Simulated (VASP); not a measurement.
# SiNi2 (P6_3/mmc) in VASP: a series of runs

Runs on SiNi2. Level: PBE. Tasks: single point.

All numbers are computed with VASP 6.6.1; they aren't measurements. Logs are shortened: lines on timing, memory, paths and dates and some standing lists are left out, and cuts for length are marked.

## Step 1: The cell of the first run

Symmetry: P6_3/mmc, No. 194, hexagonal system. The conventional cell has a = 3.878 Å, b = 3.878 Å, c = 4.928 Å, α = 90.00°, β = 90.00°, γ = 120.00°. Within 3.0 Å of Si (site symmetry -6m2) lie 11 Ni at 2.24 to 2.56 Å. Within 3.3 Å of Ni (site symmetry -3m) lie 8 Ni at 2.46 to 2.56 Å and 6 Si at 2.56 Å. Ni (site symmetry -6m2) has 5 Si at 2.24 to 2.46 Å and 6 Ni at 2.56 Å within 3.0 Å.

## Step 2: Single point, PBE (10.69 Å³/atom)

INCAR

```
PREC = Accurate
ENCUT = 600
EDIFF = 1E-6
ISMEAR = 0
SIGMA = 0.1
LREAL = False
LASPH = True
NELM = 120
ALGO = Normal
ISIF = 2
LWAVE = False
LCHARG = False
GGA = PE
NBANDS = 33
GGA_COMPAT = False
```

KPOINTS

```
regular mesh
0
Gamma
  12 12 8
```

POSCAR

```
SiNi2
1.0
    3.8777156480      0.0000000000      0.0000000000
   -1.9388578240      3.3582002598      0.0000000000
    0.0000000000      0.0000000000      4.9275163752
Si Ni
2 4
Direct
    0.3333333333      0.6666666667      0.7500000000
    0.6666666667      0.3333333333      0.2500000000
    0.0000000000      0.0000000000      0.0000000000
    0.0000000000      0.0000000000      0.5000000000
    0.3333333333      0.6666666667      0.2500000000
    0.6666666667      0.3333333333      0.7500000000
```

Potentials or basis: VASP PAW PBE potentials, release 64 (Si, Ni).

The run is started by

```bash
> cat potpaw_PBE.64/Si/POTCAR potpaw_PBE.64/Ni/POTCAR > POTCAR
> mpirun -np 1 vasp_std > vasp.out
```

OUTCAR:

```text
PREC = Accurate
   ENCUT = 600
   EDIFF = 1E-6
   ISMEAR = 0
   LREAL = False
   LASPH = True
   NELM = 120
   ISIF = 2
   GGA = PE

 ion  position               nearest neighbor table
   1  0.333  0.667  0.750-   6 2.24   6 2.24   6 2.24   5 2.46   5 2.46   3 2.56   4 2.56   4 2.56
                             3 2.56   4 2.56   3 2.56
   2  0.667  0.333  0.250-   5 2.24   5 2.24   5 2.24   6 2.46   6 2.46   3 2.56   4 2.56   3 2.56
                             4 2.56   3 2.56   4 2.56
   3  0.000  0.000  0.000-   4 2.46   4 2.46   1 2.56   5 2.56   6 2.56   2 2.56   1 2.56   5 2.56
                             2 2.56   6 2.56   2 2.56   6 2.56   1 2.56   5 2.56
   4  0.000  0.000  0.500-   3 2.46   3 2.46   1 2.56   5 2.56   6 2.56   2 2.56   1 2.56   5 2.56
                             2 2.56   6 2.56   2 2.56   6 2.56   1 2.56   5 2.56
   5  0.333  0.667  0.250-   2 2.24   2 2.24   2 2.24   1 2.46   1 2.46   3 2.56   4 2.56   4 2.56
                             3 2.56   4 2.56   3 2.56
   6  0.667  0.333  0.750-   1 2.24   1 2.24   1 2.24   2 2.46   2 2.46   3 2.56   4 2.56   3 2.56
                             4 2.56   3 2.56   4 2.56

  LATTYP: Found a hexagonal cell.
 ALAT       =     3.8777156480
 C/A-ratio  =     1.2707265882

  Lattice vectors:

 A1 = (   3.8777156480,   0.0000000000,   0.0000000000)
 A2 = (  -1.9388578240,   3.3582002598,   0.0000000000)
 A3 = (   0.0000000000,   0.0000000000,   4.9275163752)

Analysis of symmetry for initial positions (statically):
=====================================================================
 Subroutine PRICEL returns:
 Original cell was already a primitive cell.

 Routine SETGRP: Setting up the symmetry group for a
 hexagonal supercell.

 Subroutine GETGRP returns: Found 24 space group operations
 (whereof 12 operations were pure point group operations)
 out of a pool of 24 trial point group operations.

The static configuration has the point symmetry D_3d.
 The point group associated with its full space group is D_6h.

Analysis of symmetry for dynamics (positions and initial velocities):
=====================================================================
 Subroutine PRICEL returns:
 Original cell was already a primitive cell.

 Routine SETGRP: Setting up the symmetry group for a
 hexagonal supercell.

 Subroutine GETGRP returns: Found 24 space group operations
 (whereof 12 operations were pure point group operations)
 out of a pool of 24 trial point group operations.

The dynamic configuration has the point symmetry D_3d.
 The point group associated with its full space group is D_6h.

 Subroutine INISYM returns: Found 24 space group operations
 (whereof 12 operations are pure point group operations),
 and found     1 'primitive' translations

----------------------------------------------------------------------------------------

                                     Primitive cell

  volume of cell :      64.1668

  direct lattice vectors                    reciprocal lattice vectors
     3.877715648  0.000000000  0.000000000     0.257883788  0.148889274  0.000000000
    -1.938857824  3.358200260  0.000000000     0.000000000  0.297778549  0.000000000
     0.000000000  0.000000000  4.927516375     0.000000000  0.000000000  0.202941994

  length of vectors
     3.877715648  3.877715648  4.927516375     0.297778549  0.297778549  0.202941994

  position of ions in fractional coordinates (direct lattice)
     0.333333333  0.666666667  0.750000000
     0.666666667  0.333333333  0.250000000
     0.000000000  0.000000000  0.000000000
     0.000000000  0.000000000  0.500000000
     0.333333333  0.666666667  0.250000000
     0.666666667  0.333333333  0.750000000

  ion indices of the primitive-cell ions
   primitive index   ion index
                 1           1
                 2           2
                 3           3
                 4           4
                 5           5
                 6           6

----------------------------------------------------------------------------------------

 KPOINTS: regular mesh

Automatic generation of k-mesh.
 Grid dimensions read from file:
 generate k-points for:   12   12    8

 Generating k-lattice:

  Cartesian coordinates                     Fractional coordinates (reciprocal lattice)
     0.021490316  0.012407440  0.000000000     0.083333333  0.000000000  0.000000000
     0.000000000  0.024814879  0.000000000     0.000000000  0.083333333  0.000000000
     0.000000000  0.000000000  0.025367749     0.000000000  0.000000000  0.125000000

  Length of vectors
     0.024814879  0.024814879  0.025367749

  Shift w.r.t. Gamma in fractional coordinates (k-lattice)
     0.000000000  0.000000000  0.000000000

 Subroutine IBZKPT returns following result:
 ===========================================

 Found     95 irreducible k-points:

 Following reciprocal coordinates:
            Coordinates               Weight
  0.000000  0.000000  0.000000      1.000000
  0.083333  0.000000  0.000000      6.000000
  0.166667  0.000000  0.000000      6.000000
  0.250000  0.000000  0.000000      6.000000
  0.333333 -0.000000  0.000000      6.000000
  0.416667  0.000000  0.000000      6.000000
[... 16 lines left out ...]
  0.250000  0.000000  0.125000     12.000000
  0.333333 -0.000000  0.125000     12.000000
 [... further k-points ...]
   k-points           NKPTS =     95   k-points in BZ     NKDIM =     95   number of bands    NBANDS=     33
   number of dos      NEDOS =    301   number of ions     NIONS =      6
   total plane-waves  NPLWV =  40960
   dimension x,y,z NGX =    32 NGY =   32 NGZ =   40
   dimension x,y,z NGXF=    64 NGYF=   64 NGZF=   80
   ions per type =               2   4
   NGX,Y,Z   is equivalent  to a cutoff of  13.72, 13.72, 13.50 a.u.
   NGXF,Y,Z  is equivalent  to a cutoff of  27.44, 27.44, 26.99 a.u.
 SYSTEM =  unknown system
   PREC   = accura    normal or accurate (medium, high low for compatibility)
   ISTART =      0    job   : 0-new  1-cont  2-samecut
   ICHARG =      2    charge: 1-file 2-atom 10-const
   ISPIN  =      1    spin polarized calculation?
   LNONCOLLINEAR =      F non collinear calculations
   LSORBIT =      F    spin-orbit coupling
   LASPH  =      T    aspherical Exc in radial PAW
   ENCUT  =  600.0 eV  44.10 Ry    6.64 a.u.   7.74  7.74  9.84*2*pi/ulx,y,z
   NELM   =    120;   NELMIN=  2; NELMDL= -5     # of ELM steps
   EDIFF  = 0.1E-05   stopping-criterion for ELM
   LREAL  =      F    real-space projection
   EDIFFG = 0.1E-04   stopping-criterion for IOM
   NSW    =      0    number of steps for IOM
   IBRION =     -1    ionic relax: 0-MD 1-quasi-New 2-CG
   NFREE  =      0    steps in history (QN), initial steepest desc. (CG)
   ISIF   =      2    stress and relaxation
   ISYM   =      2    0-nonsym 1-usesym 2-fastsym
   POTIM  = 0.5000    time-step for ionic-motion
   TEBEG  =    0.0;   TEEND  =   0.0 temperature during run
   PSTRESS=    0.0 pullay stress
   NELECT =      48.0000    total number of electrons
   NUPDOWN=      -1.0000    fix difference up-down
   EMIN   =  10.00;   EMAX   =-10.00  energy-range for DOS
   EFERMI =   0.00;   METHOD = LEGACY
   ISMEAR =     0;   SIGMA  =   0.10  broadening in eV -4-tet -1-fermi 0-gaus
   EFERMI_NEDOS =   21; number of points for ismear=-14 and -15
   IALGO  =     38    algorithm
   IMIX   =      4    mixing-type and parameters
     AMIX     =   0.40;   BMIX     =  1.00
     AMIX_MAG =   1.60;   BMIX_MAG =  1.00
  volume/ion in A,a.u.               =      10.69        72.17
  Fermi-wavevector in a.u.,A,eV,Ry     =   1.486113  2.808346 30.048882  2.208531
  Thomas-Fermi vector in A             =   2.599440
   LORBIT       =      0    0 simple, 1 ext, 2 COOP (PROOUT), +10 PAW based schemes
   GGA     = PE    functional components
   LHFCALC =     F    Hartree Fock is set to
   AEXX    =    0.0000 exact exchange contribution
   IVDW    =     0    specifies the selected vdW correction
   LEPSILON=     F    determine dielectric tensor
   LRPA    =     F    only Hartree local field effects (RPA)
 non-spin polarized calculation
 Gauss-broadening in eV      SIGMA  =   0.10
  energy-cutoff  :      600.00
  volume of cell :       64.17
 maximum number of plane-waves:      2197
 NGX is ok and might be reduce to    32
   NGX = 15   NGY = 15   NGZ = 19

 number of electron      47.9999984 magnetization

 Free energy of the ion-electron system (eV)
  ---------------------------------------------------
  ext. energy  EPLUGINS =         0.00000000
  ---------------------------------------------------
  free energy    TOTEN  =       -35.72944535 eV

  energy without entropy =      -35.71201914  energy(sigma->0) =      -35.72073225

 E-fermi :  11.4348     XC(G=0): -13.0493

 val. band max:       11.4314153735   @ k =   0.3333   0.3333   0.2500
 cond. band min:      11.4383375977   @ k =   0.3333  -0.0000   0.2500
 fundamental gap:      0.0069222243
 Fermi energy:        11.4347544779

 k-point     1 :       0.0000    0.0000    0.0000
  band No.  band energies     occupation
      1      -1.3058      2.00000
      2       3.1672      2.00000
      3       4.9015      2.00000
      4       6.2755      2.00000
      5       6.2755      2.00000
      6       7.4417      2.00000
[... 25 lines left out ...]
     32      17.0802      0.00000
     33      19.8197      0.00000

 k-point     2 :       0.0833    0.0000    0.0000
  band No.  band energies     occupation
      1      -1.2153      2.00000
      2       3.1825      2.00000
      3       4.9649      2.00000
      4       6.2628      2.00000
      5       6.3224      2.00000
      6       7.1278      2.00000
[... 25 lines left out ...]
     32      17.6057      0.00000
     33      19.1891      0.00000

 k-point     3 :       0.1667    0.0000    0.0000
  band No.  band energies     occupation
      1      -0.9467      2.00000
      2       3.2097      2.00000
      3       5.1506      2.00000
      4       6.1635      2.00000
      5       6.4606      2.00000
      6       6.7173      2.00000
[... 25 lines left out ...]
     32      18.3400      0.00000
     33      18.8917      0.00000

 k-point     4 :       0.2500    0.0000    0.0000
  band No.  band energies     occupation
      1      -0.5094      2.00000
      2       3.1854      2.00000
      3       5.4446      2.00000
      4       5.7108      2.00000
      5       6.5187      2.00000
      6       6.6825      2.00000
[... 25 lines left out ...]
     32      18.1930      0.00000
     33      18.4274      0.00000

 k-point     5 :       0.3333   -0.0000    0.0000
  band No.  band energies     occupation
      1       0.0766      2.00000
      2       2.9872      2.00000
      3       5.0785      2.00000
      4       5.8181      2.00000
      5       6.5955      2.00000
      6       6.9733      2.00000
[... 604 lines left out ...]
 k-point    22 :       0.1667    0.0000    0.1250
  band No.  band energies     occupation
      1      -0.8528      2.00000
      2       2.8388      2.00000
      3       5.2943      2.00000
      4       6.3304      2.00000
      5       6.4780      2.00000
      6       6.7046      2.00000
[... 25 lines left out ...]
     32      17.9406      0.00000
     33      19.0076      0.00000

 k-point    23 :       0.2500    0.0000    0.1250
  band No.  band energies     occupation
      1      -0.4176      2.00000
      2       2.9496      2.00000
      3       5.1884      2.00000
      4       6.0035      2.00000
      5       6.6600      2.00000
      6       6.6963      2.00000
[... 25 lines left out ...]
     32      18.1946      0.00000
     33      19.0118      0.00000

 k-point    24 :       0.3333   -0.0000    0.1250
  band No.  band energies     occupation
      1       0.1651      2.00000
      2       2.9100      2.00000
      3       4.8504      2.00000
      4       5.7831      2.00000
      5       6.8692      2.00000
      6       6.9810      2.00000
[... 25 lines left out ...]
     32      18.7121      0.00000
     33      19.8290      0.00000

 [... further k-points ...]

------------------------ aborting loop because EDIFF is reached ----------------------------------------

  FORCE on cell =-STRESS in cart. coord.  units (eV):
  Direction    XX          YY          ZZ          XY          YZ          ZX
  --------------------------------------------------------------------------------------
  -------------------------------------------------------------------------------------
  Total        2.6166365      2.6166365      2.5513743      0.0000000     -0.0000000      0.0000000
  in kB       65.3346163     65.3346163     63.7050910      0.0000000     -0.0000000      0.0000000
  external PRESSURE =      64.7914412 kB  Pullay stress =       0.0000000 kB

 VOLUME and BASIS-vectors are now :
 -----------------------------------------------------------------------------
  energy-cutoff  :      600.00
  volume of cell :       64.17
      direct lattice vectors                 reciprocal lattice vectors
     3.877715648  0.000000000  0.000000000     0.257883788  0.148889274  0.000000000
    -1.938857824  3.358200260  0.000000000     0.000000000  0.297778549  0.000000000
     0.000000000  0.000000000  4.927516375     0.000000000  0.000000000  0.202941994

 POSITION                                       TOTAL-FORCE (eV/Angst)
 -----------------------------------------------------------------------------------
     -0.00000      2.23880      3.69564        -0.000000      0.000000      0.000000
      1.93886      1.11940      1.23188         0.000000     -0.000000      0.000000
      0.00000      0.00000      0.00000        -0.000000      0.000000      0.000000
      0.00000      0.00000      2.46376        -0.000000      0.000000      0.000000
     -0.00000      2.23880      1.23188        -0.000000      0.000000      0.000000
      1.93886      1.11940      3.69564         0.000000     -0.000000      0.000000
 -----------------------------------------------------------------------------------
    total drift:                                0.000000     -0.000000      0.000000

  FREE ENERGIE OF THE ION-ELECTRON SYSTEM (eV)
  ---------------------------------------------------
  free  energy   TOTEN  =       -35.7294453517 eV

  energy  without entropy=      -35.7120191421  energy(sigma->0) =      -35.72073225
```

It took 93 s on 1 thread of Intel Xeon 6975P-C (Granite Rapids), shared host; peak memory 0.33 GiB.

Results:

```
Free energy            : -35.7294 eV
Pressure               : 6.5 GPa
Band gap on the k mesh : zero (bands 24 and 25 overlap by 3.33 eV)
```

Stress tensor (GPa, compression positive):
```
6.53 0.00 0.00
0.00 6.53 0.00
0.00 0.00 6.37
```

Caveat: the cell stands under pressure. Spin polarisation is off, so any magnetic state and its effect on volume and gap are missing.

## Step 3: Single point, PBE

This run uses another cell than the first one, of 11.03 Å³/atom.

INCAR

```
SYSTEM = SiNi2
  PREC = Accurate
  ENCUT = 600
  EDIFF = 1E-6
  ISMEAR = 0
  SIGMA = 0.1
  LREAL = .FALSE.
  LASPH = .TRUE.
  NELM = 120
  ALGO = Normal
  ISIF = 2
  LWAVE = .FALSE.
  LCHARG = .FALSE.
  GGA = PE
  NBANDS = 33
  GGA_COMPAT = .FALSE.
```

KPOINTS

```
regular mesh
0
G
  12 12 8
  0 0 0
```

Edit POSCAR of step 2 so:

```diff
@@ -2,5 +2,5 @@
 1.0
-    3.8777156480      0.0000000000      0.0000000000
-   -1.9388578240      3.3582002598      0.0000000000
-    0.0000000000      0.0000000000      4.9275163752
+    3.9119261427      0.0000000000      0.0000000000
+   -1.9559630714      3.3878274173      0.0000000000
+    0.0000000000      0.0000000000      4.9914527796
 Si Ni
```

Potentials or basis: VASP PAW PBE potentials, release 64 (Si, Ni).

The run is started by

```bash
> cat potpaw_PBE.64/Si/POTCAR potpaw_PBE.64/Ni/POTCAR > POTCAR
> mpirun -np 1 vasp_std > vasp.out
```

OUTCAR:

```text
SYSTEM = SiNi2
   PREC = Accurate
   ENCUT = 600
   EDIFF = 1E-6
   ISMEAR = 0
   LREAL = .FALSE.
   LASPH = .TRUE.
   NELM = 120
   ISIF = 2
   GGA = PE

 ion  position               nearest neighbor table
   1  0.333  0.667  0.750-   6 2.26   6 2.26   6 2.26   5 2.50   5 2.50   3 2.58   4 2.58   4 2.58
                             3 2.58   4 2.58   3 2.58
   2  0.667  0.333  0.250-   5 2.26   5 2.26   5 2.26   6 2.50   6 2.50   3 2.58   4 2.58   3 2.58
                             4 2.58   3 2.58   4 2.58
   3  0.000  0.000  0.000-   4 2.50   4 2.50   1 2.58   5 2.58   6 2.58   2 2.58   2 2.58   6 2.58
[... 1081 lines left out ...]
  -------------------------------------------------------------------------------------
  Total        0.0120188      0.0120188     -0.0587129     -0.0000000     -0.0000000     -0.0000000
  in kB        0.2910938      0.2910938     -1.4220183     -0.0000000     -0.0000000     -0.0000000
  external PRESSURE =      -0.2799436 kB  Pullay stress =       0.0000000 kB

 VOLUME and BASIS-vectors are now :
 -----------------------------------------------------------------------------
  energy-cutoff  :      600.00
  volume of cell :       66.15
      direct lattice vectors                 reciprocal lattice vectors
     3.911926143  0.000000000  0.000000000     0.255628548  0.147587211  0.000000000
    -1.955963071  3.387827417  0.000000000     0.000000000  0.295174422  0.000000000
     0.000000000  0.000000000  4.991452780     0.000000000  0.000000000  0.200342474

 POSITION                                       TOTAL-FORCE (eV/Angst)
 -----------------------------------------------------------------------------------
     -0.00000      2.25855      3.74359         0.000000     -0.000000     -0.000000
      1.95596      1.12928      1.24786        -0.000000      0.000000     -0.000000
      0.00000      0.00000      0.00000         0.000000     -0.000000     -0.000000
      0.00000      0.00000      2.49573         0.000000     -0.000000     -0.000000
     -0.00000      2.25855      1.24786        -0.000000      0.000000     -0.000000
      1.95596      1.12928      3.74359        -0.000000      0.000000      0.000000
 -----------------------------------------------------------------------------------
    total drift:                                0.000000     -0.000000      0.000000

  FREE ENERGIE OF THE ION-ELECTRON SYSTEM (eV)
  ---------------------------------------------------
  free  energy   TOTEN  =       -35.7690003874 eV

  energy  without entropy=      -35.7508890642  energy(sigma->0) =      -35.75994473
```

stdout:

```text
POSCAR found type information on POSCAR SiNi
 POSCAR found :  2 types and       6 ions
 scaLAPACK will be used
 LDA part: xc-table for (Slater+PW92), standard interpolation
 POSCAR, INCAR and KPOINTS ok, starting setup
 FFT: planning ... GRIDC
 FFT: planning ... GRID_SOFT
 FFT: planning ... GRID
 WAVECAR not read
 entering main loop
```

Run time: 93 s. Hardware: 1 thread of Intel Xeon 6975P-C (Granite Rapids), shared host; peak memory 0.33 GiB.

What came out:

| Item | Value |
| --- | --- |
| Free energy | -35.7690 eV |
| Pressure | 0.0 GPa |
| Band gap on the k mesh | zero (bands 24 and 25 overlap by 3.20 eV) |
